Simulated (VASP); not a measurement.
Al: single point with r2SCAN

Al:

```
Al
1.0
     2.86762    0.00000    0.00000
    -1.43381    2.48343    0.00000
     0.00000    0.00000    4.96230
Al
2
Direct
  0.66667 0.33333 0.75000
  0.33333 0.66667 0.25000
```

This isn't the form of Al at room conditions, which is fcc.

| Property | Result |
| --- | --- |
| Program | VASP 6.6.1 |
| Task | single point |
| Functional | r2SCAN |
| Potentials or basis | VASP PAW PBE potentials, release 64 (Al) |
| Cutoff | 520 eV |
| k mesh | 12 × 12 × 6 |
| Occupations | methfessel-paxton, width 0.1 eV |
| Spin | no spin polarisation |
| Dipole correction | no |
| Further INCAR settings | ALGO = Normal; EDIFF = 1e-07; NBANDS = 10 |

- Pressure: -7.2 GPa
- Band gap on the k mesh: zero (bands 3 and 4 overlap by 6.94 eV)

Stress tensor (GPa, compression positive):
```
-6.17  0.00  0.00
 0.00 -6.17  0.00
 0.00  0.00 -9.35
```

Levels at points of the mesh, in eV from the Fermi level:
```tsv
k point	band 1	band 2	band 3	band 4	band 5	band 6	band 7
(0.00, 0.00, 0.00)	-11.37	-5.16	-5.01	11.52	11.72	11.72	12.01
(0.50, 0.00, 0.00)	-5.15	-5.10	0.63	0.63	1.40	1.48	6.39
(0.00, 0.00, 0.50)	-9.78	-9.78	2.46	2.46	12.84	12.84	12.84
(0.50, 0.00, 0.50)	-3.94	-3.94	-3.15	-3.15	7.68	7.68	7.77
```

It took 99 s on 1 thread of Intel Xeon 8259CL (shared host), peak memory 0.17 GiB.

Caveat: the cell stands under tension; the PAW data sets were made with another functional, which shifts forces and pressure a little.
